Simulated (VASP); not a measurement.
# C (Cmme) in VASP: notebook, part 2 of 2

VASP 6.6.1.

### Step 4. Single point, PBEsol

Input file INCAR:

```
SYSTEM = C
PREC = Accurate
ENCUT = 520
EDIFF = 1E-6
ISMEAR = 0
SIGMA = 0.2
LREAL = .False.
LASPH = .True.
NELM = 80
ALGO = Normal
ISIF = 2
LWAVE = .False.
LCHARG = .False.
GGA = PS
NBANDS = 16
```

Input file KPOINTS:

```
Automatic mesh
0
Gamma
  12 12 4
  0 0 0
```

Input file POSCAR:

```
C
1.0
    1.2280480000     -2.1270620000      0.0000000000
    1.2280480000      2.1270620000      0.0000000000
    0.0000000000      0.0000000000      7.1732680000
C
4
Direct
    0.0833790000      0.9166210000      0.7531380000
    0.5833790000      0.4166210000      0.2468620000
    0.9166210000      0.0833790000      0.2468620000
    0.4166210000      0.5833790000      0.7531380000
```

Potentials or basis: VASP PAW PBE potentials, release 64 (C).

Run with:

```console
$ cat potpaw_PBE.64/C/POTCAR > POTCAR
$ mpirun -np 1 vasp_std > vasp.out
```

OUTCAR:

```text
SYSTEM = C
   PREC = Accurate
   ENCUT = 520
   EDIFF = 1E-6
   ISMEAR = 0
   LREAL = .False.
   LASPH = .True.
   NELM = 80
   ISIF = 2
   GGA = PS

 ion  position               nearest neighbor table
   1  0.083  0.917  0.753-   4 1.42   4 1.42   4 1.42
   2  0.583  0.417  0.247-   3 1.42   3 1.42   3 1.42
   3  0.917  0.083  0.247-   2 1.42   2 1.42   2 1.42
   4  0.417  0.583  0.753-   1 1.42   1 1.42   1 1.42

  LATTYP: Found a hexagonal cell.
 ALAT       =     2.4561137274
 C/A-ratio  =     2.9205764863

  Lattice vectors:

 A1 = (   1.2280480000,  -2.1270620000,   0.0000000000)
 A2 = (   1.2280480000,   2.1270620000,   0.0000000000)
 A3 = (   0.0000000000,   0.0000000000,   7.1732680000)

Analysis of symmetry for initial positions (statically):
=====================================================================
 Subroutine PRICEL returns:
 Original cell was already a primitive cell.

 Routine SETGRP: Setting up the symmetry group for a
 hexagonal supercell.
[... 172 lines left out ...]

 E-fermi :   4.0964     XC(G=0): -10.0947

 val. band max:        4.0865243075   @ k =   0.3333   0.3333   0.5000
 cond. band min:       4.1112477085   @ k =   0.3333   0.3333   0.5000
 fundamental gap:      0.0247234010
 Fermi energy:         4.0964001628

 k-point     1 :       0.0000    0.0000    0.0000
  band No.  band energies     occupation
      1     -15.5523      2.00000
      2     -15.3714      2.00000
      3      -4.2929      2.00000
      4      -2.8768      2.00000
      5       1.1086      2.00000
      6       1.1146      2.00000
[... 433 lines left out ...]
      3      -6.5676      2.00000
      4      -6.4857      2.00000
      5      -2.4886      2.00000
      6      -2.4534      2.00000
[... 8 lines left out ...]
     15      18.1243      0.00000
     16      20.2846      0.00000

 [... further k-points ...]

------------------------ aborting loop because EDIFF is reached ----------------------------------------

  FORCE on cell =-STRESS in cart. coord.  units (eV):
  Direction    XX          YY          ZZ          XY          YZ          ZX
  --------------------------------------------------------------------------------------
  -------------------------------------------------------------------------------------
  Total        0.5722952      0.5277562      0.0267418      0.0000000      0.0000000      0.0000000
  in kB       24.4674170     22.5632370      1.1432944      0.0000000      0.0000000      0.0000000
  external PRESSURE =      16.0579828 kB  Pullay stress =       0.0000000 kB

 VOLUME and BASIS-vectors are now :
 -----------------------------------------------------------------------------
  energy-cutoff  :      520.00
  volume of cell :       37.48
      direct lattice vectors                 reciprocal lattice vectors
     1.228048000 -2.127062000  0.000000000     0.407150209 -0.235066021  0.000000000
     1.228048000  2.127062000  0.000000000     0.407150209  0.235066021  0.000000000
     0.000000000  0.000000000  7.173268000     0.000000000  0.000000000  0.139406474

 POSITION                                       TOTAL-FORCE (eV/Angst)
 -----------------------------------------------------------------------------------
      1.22805      1.77236      5.40246         0.000000      0.022438     -0.003900
      1.22805     -0.35470      1.77081         0.000000      0.022438      0.003900
      1.22805     -1.77236      1.77081         0.000000     -0.022438      0.003900
      1.22805      0.35470      5.40246         0.000000     -0.022438     -0.003900
 -----------------------------------------------------------------------------------
    total drift:                                0.000000     -0.000000      0.000000

  FREE ENERGIE OF THE ION-ELECTRON SYSTEM (eV)
  ---------------------------------------------------
  free  energy   TOTEN  =       -38.5718773729 eV

  energy  without entropy=      -38.5685997759  energy(sigma->0) =      -38.57023857
```

OSZICAR:

```text
N       E                     dE             d eps       ncg     rms          rms(c)
DAV:   1     0.358830020717E+02    0.35883E+02   -0.78860E+03  4136   0.917E+02
DAV:   2    -0.380592511988E+02   -0.73942E+02   -0.67054E+02  5856   0.191E+02
DAV:   3    -0.410041876857E+02   -0.29449E+01   -0.29259E+01  5448   0.356E+01
DAV:   4    -0.410302354811E+02   -0.26048E-01   -0.26032E-01  5120   0.403E+00
DAV:   5    -0.410306577627E+02   -0.42228E-03   -0.42224E-03  5392   0.487E-01    0.912E+00
DAV:   6    -0.391643296522E+02    0.18663E+01   -0.12718E+00  4976   0.701E+00    0.529E+00
DAV:   7    -0.385657508263E+02    0.59858E+00   -0.15507E+00  5072   0.785E+00    0.137E+00
DAV:   8    -0.385729814203E+02   -0.72306E-02   -0.71669E-02  4976   0.159E+00    0.274E-01
DAV:   9    -0.385716659882E+02    0.13154E-02   -0.19811E-03  5128   0.302E-01    0.101E-01
DAV:  10    -0.385718831577E+02   -0.21717E-03   -0.77076E-04  4432   0.166E-01    0.741E-02
DAV:  11    -0.385718761277E+02    0.70300E-05   -0.27377E-05  5448   0.337E-02    0.168E-02
DAV:  12    -0.385718773404E+02   -0.12127E-05   -0.16269E-06  4672   0.945E-03    0.399E-03
DAV:  13    -0.385718773729E+02   -0.32504E-07   -0.39784E-07  3920   0.500E-03
   1 F= -.38571877E+02 E0= -.38570239E+02  d E =-.327760E-02
```

Run time: 49 s. Hardware: 1 thread of AMD EPYC 7R13 (Zen 3), shared host; peak memory 0.15 GiB.

What came out:

```
Free energy   : -38.5719 eV
Pressure      : 1.6 GPa
Largest force : 0.023 eV/Å
```

Forces in eV/Å, atoms in the order of the input:
```
C    0.000  0.022 -0.004
C    0.000  0.022  0.004
C    0.000 -0.022  0.004
C    0.000 -0.022 -0.004
```

Caveat: this functional lacks dispersion, which binds the layers, so the pressure and a relaxed spacing across them are unreliable; the PAW data sets were made with another functional, which shifts forces and pressure a little.

### Step 5. Single point, PBEsol

Input file INCAR:

```
ALGO = Normal
EDIFF = 1E-7
ENCUT = 520
GGA = PS
ISIF = 2
ISMEAR = 0
LASPH = True
LCHARG = False
LREAL = False
LWAVE = False
NBANDS = 16
NELM = 80
PREC = Accurate
SIGMA = 0.1
```

Input file KPOINTS:

```
k-points
0
Gamma
  12 12 4
```

POSCAR is that of step 4.

Run with:

```console
$ cat potpaw_PBE.64/C/POTCAR > POTCAR
$ mpirun -np 1 vasp_std > vasp.out
```

It took 50 s on 1 thread of AMD EPYC 7R13 (Zen 3), shared host; peak memory 0.15 GiB.

Results (log left out):

```
Free energy   : -38.5705 eV
Pressure      : 1.6 GPa
Largest force : 0.025 eV/Å
```

Forces in eV/Å, atoms in the order of the input:
```
C    0.000  0.024 -0.003
C    0.000  0.024  0.003
C    0.000 -0.024  0.003
C    0.000 -0.024 -0.003
```

Stress tensor (GPa, compression positive):
```
2.47 0.00 0.00
0.00 2.25 0.00
0.00 0.00 0.09
```

Caveat: this functional lacks dispersion, which binds the layers, so the pressure and a relaxed spacing across them are unreliable; the PAW data sets were made with another functional, which shifts forces and pressure a little.

### Step 6. Overview

| smearing | pressure (GPa) | largest force (eV/Å) |
| --- | --- | --- |
| gaussian 0.5 eV | 1.6 | 0.02 |
| gaussian 0.3 eV | 1.6 | 0.02 |
| gaussian 0.2 eV | 1.6 | 0.02 |
| gaussian 0.1 eV | 1.6 | 0.02 |

Alike in all rows: task single point; level PBEsol; potentials or basis VASP PAW PBE potentials, release 64 (C); no spin polarisation; cell as given; k mesh 12 × 12 × 4; cutoff (eV) 520.

Caveats: this functional lacks dispersion, which binds the layers, so the pressure and a relaxed spacing across them are unreliable; the PAW data sets were made with another functional, which shifts forces and pressure a little.

Absolute energies hang on the potentials; compare differences alone.
